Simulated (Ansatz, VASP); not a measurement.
Two plane-wave programs on MnF2

The input INCAR:

```
  PREC = Accurate
  ENCUT = 600
  EDIFF = 1E-6
  ISMEAR = 0
  SIGMA = 0.1
  LREAL = False
  LASPH = True
  NELM = 150
  ALGO = Normal
  ISIF = 3
  LWAVE = False
  LCHARG = False
  ISPIN = 2
  MAGMOM = 4 -4 0 0 0 0
  LORBIT = 11
  LMAXMIX = 4
  GGA = PE
  IBRION = 2
  NSW = 90
  EDIFFG = -0.04
```

KPOINTS

```
regular mesh
0
Gamma
  4 4 4
```

POSCAR

```
MnF2
1.0
    0.0000000000      4.2604333000      4.2604333000
    4.2604333000      0.0000000000      4.2604333000
    4.2604333000      4.2604333000      0.0000000000
Mn F
2 4
Direct
    0.5000000000      0.5000000000      0.5000000000
    0.7500000000      0.7500000000      0.7500000000
    0.1250000000      0.6250000000      0.6250000000
    0.6250000000      0.1250000000      0.6250000000
    0.6250000000      0.6250000000      0.1250000000
    0.6250000000      0.6250000000      0.6250000000
```

Input for Ansatz:

```yaml
crystal:
  lattice:
    - [0.0, 4.2604333, 4.2604333]
    - [4.2604333, 0.0, 4.2604333]
    - [4.2604333, 4.2604333, 0.0]
  atoms:
    - { symbol: Mn, position: [0.5, 0.5, 0.5], spin: 4.0 }
    - { symbol: Mn, position: [0.75, 0.75, 0.75], spin: -4.0 }
    - { symbol: F, position: [0.125, 0.625, 0.625] }
    - { symbol: F, position: [0.625, 0.125, 0.625] }
    - { symbol: F, position: [0.625, 0.625, 0.125] }
    - { symbol: F, position: [0.625, 0.625, 0.625] }
basis:
  ecutwfc: 420
kpoints:
  mp_grid: { grid: [4, 4, 4] }
hamiltonian:
  xc: pbe
scf:
  occupations: { method: gaussian, width: 0.1 }
  lower_state_search: "off"
output:
  forces: true
  stress: true
  eigenvalues: true
  populations: true
magnetization:
  spin_polarized: true
relax:
  adjacent_minimum: "off"
  f_tol: 0.04
  max_steps: 70
  cell: { stress_tol: 0.4 }
```

Alike in both runs: task relaxation of cell and atoms; functional PBE; k mesh 4 × 4 × 4; occupations gaussian, width 0.1 eV; collinear spin.

|  | VASP | Ansatz |
| --- | --- | --- |
| version | VASP 6.6.1 | Ansatz 0.2.0 |
| potentials or method | VASP PAW PBE potentials, release 64 (Mn_pv, F), cutoff 600 eV | scalar-relativistic, plane waves, PAW |
| valence electrons in the cell | 54 | 58 |

|  | VASP | Ansatz | Ansatz less VASP |
| --- | --- | --- | --- |
| gap on the k mesh at the Fermi level, each at its own relaxed structure (eV) | 2.87 | 2.85 | -0.024 |
| net moment per atom (μB) | 0.00 | 0.00 | 0.000 |
| size of the moment on the site where the two differ most (μB) | 4.45 | 3.94 | -0.509 |
| relaxed volume (Å³/atom) | 32.15 | 32.15 | -0.007 |
| relaxed length of the cell vector where the two differ most in proportion (Å) | 6.486 | 6.485 | -0.0005 |

Site moments also hang on the region over which each program counts them. VASP's potentials hold 54 valence electrons a cell and Ansatz's 58, so a difference there can come from the potentials and not from the codes.

Noted on VASP's run: the volume moved by over 15 % at a fixed basis, so the end points are rough.
